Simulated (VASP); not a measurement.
**ScAlN2: single point with PBE**

ScAlN2:

```xyz
4
Lattice="2.9396 0.0000 0.0000 0.0000 2.9396 0.0000 0.0000 0.0000 4.4301" Properties=species:S:1:pos:R:3 pbc="T T T"
Sc    0.0000    0.0000    0.0000
N     0.0000    0.0000    2.2150
N     1.4698    1.4698    0.0000
Al    1.4698    1.4698    2.2150
```

This cell differs from its parent crystal: epitaxial xy strain -3.5%.

```json
{
 "Program": "VASP 6.6.1",
 "Task": "single point",
 "Functional": "PBE",
 "Potentials or basis": "VASP PAW PBE potentials, release 64 (Sc_sv, N, Al)",
 "Cutoff": "520 eV",
 "k mesh": "8 × 8 × 6",
 "Occupations": "fermi-dirac, width 0.02 eV",
 "Spin": "no spin polarisation",
 "Dipole correction": "no",
 "Further INCAR settings": "ALGO = Normal; EDIFF = 1e-06; NBANDS = 20"
}
```

```
Pressure               : 17.5 GPa
Band gap on the k mesh : 0.52 eV, direct
```

Stress tensor (GPa, compression positive):
```
24.12  0.00  0.00
 0.00 24.12  0.00
 0.00  0.00  4.32
```

Levels at points of the mesh, in eV from the valence-band top:
```csv
k point,band 8,band 9,band 10,band 11,band 12,band 13,band 14,band 15,band 16,band 17
"(0.00, 0.00, 0.00)",-2.21,-2.21,-0.27,0.00,0.00,0.52,2.77,4.09,4.09,4.97
"(0.50, 0.00, 0.00)",-4.93,-4.77,-3.20,-2.17,-1.47,4.73,5.11,5.41,6.48,7.12
"(0.50, 0.50, 0.00)",-5.96,-3.03,-1.32,-1.32,-1.09,0.96,0.96,2.20,5.72,6.79
"(0.00, 0.00, 0.50)",-3.99,-2.32,-2.32,-0.33,-0.33,0.73,4.98,5.21,5.21,5.55
"(0.50, 0.00, 0.50)",-5.30,-3.21,-3.17,-1.98,-1.73,5.00,5.31,5.44,5.52,5.91
"(0.50, 0.50, 0.50)",-6.13,-4.03,-2.88,-2.11,-2.11,3.48,3.48,5.48,6.79,7.48
```

Run time: 32 s on 1 thread of AMD EPYC 9R45 96-Core Processor (Zen 5) (shared host), peak memory 0.16 GiB.

Caveat: the cell differs from its parent crystal (epitaxial xy strain -3.5%). A k mesh can miss the band edges.
